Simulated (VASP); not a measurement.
Wanted: the native input for a VASP 6.6.1 run.

| Property | Result |
| --- | --- |
| Task | single point |
| Functional | PBE |
| Potentials or basis | VASP PAW PBE potentials, release 64 (H, C, Ru_pv) |
| Cutoff | 520 eV |
| k mesh | 3 × 3 × 1 |
| Occupations | gaussian, width 0.02 eV |
| Spin | collinear spin, ferromagnetic start |
| Starting moments | [0.0, 0.0, 0.0, 0.0, 0.0, 0.0, 0.0, 0.0, 0.0, 0.0, 0.0, 0.0, 0.0, 0.0, 0.0, 0.0, 0.0, 0.0, 0.0, 0.0, 0.0, 0.0, 0.0, 1.67] μB |
| Dipole correction | no |
| Further INCAR settings | LREAL = Auto; ALGO = Normal; EDIFF = 1e-06; NBANDS = 64 |

The structure of H7RuC16 lies in POSCAR:

```
H7RuC16
1.0
    5.0487420000      0.0000000000      0.0000000000
    2.5243710000      4.3723390000      0.0000000000
    0.0000000000      0.0000000000     15.7764260000
H C Ru
7 16 1
Direct
    0.1666667848      0.1666666285      0.0633857123
    0.6666667848      0.1666666285      0.0633857123
    0.1666666285      0.6666667429      0.0633857123
    0.6666666285      0.6666667429      0.0633857123
    0.5151265902      0.0243501247      0.3679361853
    0.0073100989      0.4967384734      0.3659605160
    0.5128996416      0.4626340730      0.3677150959
    0.1666667848      0.1666666285      0.1331099959
    0.6666667848      0.1666666285      0.1331099959
    0.1666666285      0.6666667429      0.1331099959
    0.6666666285      0.6666667429      0.1331099959
   -0.1666666285      0.3333332571      0.1657717027
    0.3333333715      0.3333332571      0.1657717027
   -0.1666667848      0.8333333715      0.1657717027
    0.3333334133      0.8333333715      0.1657717027
   -0.1577358039      0.3271315422      0.2659527576
    0.3370834275      0.3316920303      0.2637228483
   -0.1577601160      0.8312681153      0.2659473064
    0.3399053994      0.8304541345      0.2642801354
    0.0128625042     -0.0059327513      0.2987032678
    0.5085856871     -0.0010893483      0.2942759025
    0.0044848541      0.4979993546      0.2955924872
    0.5084753195      0.4934981025      0.2942982777
    0.2890555944      0.8628299407      0.4153142797
```

The input as run:

INCAR

```
PREC     = Accurate       # precision mode
ENCUT    = 520            # plane-wave cutoff, eV
EDIFF    = 1E-6           # SCF threshold, eV
ISMEAR   = 0              # smearing method
SIGMA    = 0.02           # smearing width, eV
LREAL    = Auto         
LASPH    = T              # aspherical terms in the spheres
NELM     = 150            # most SCF steps
ALGO     = Normal         # electronic algorithm
ISIF     = 2              # what is computed and relaxed
LWAVE    = F              # write WAVECAR
LCHARG   = F              # write CHGCAR
ISPIN    = 2              # spin polarisation
MAGMOM   = 0 0 0 0 0 0 0 0 0 0 0 0 0 0 0 0 0 0 0 0 0 0 0 1.67 # initial moments
LORBIT   = 11             # projections on sites
LMAXMIX  = 4              # l up to which the mixer works
GGA      = PE             # functional
NBANDS   = 64             # bands
```

KPOINTS

```
Automatic mesh
0
Gamma
  3 3 1
```

Potentials or basis: VASP PAW PBE potentials, release 64 (H, C, Ru_pv).

Run with:

```sh
$ cat potpaw_PBE.64/H/POTCAR potpaw_PBE.64/C/POTCAR potpaw_PBE.64/Ru_pv/POTCAR > POTCAR
$ mpirun -np 1 vasp_std > vasp.out
```

Results of the run:

```
Largest force                                         : 1.326 eV/Å
Band gap on the k mesh                                : 0.28 eV, indirect (least direct gap 0.32 eV)
Net moment                                            : 1.00 μB per cell
Site moments                                          : H -0.00, +0.00; C +0.00, -0.00, -0.03, +0.02; Ru +0.86 μB
Valence electrons inside the program's atomic spheres : H 0.69, 0.65, 0.68; C 2.59, 2.55, 2.56, 2.54, 2.58, 2.48, 2.60; Ru 12.57
```

Caveat: the k points lie up to 0.48 Å⁻¹ apart.

Run time: 19 min on 1 thread of Oxide Virtual Turin-like Processor (shared host), peak memory 0.62 GiB.
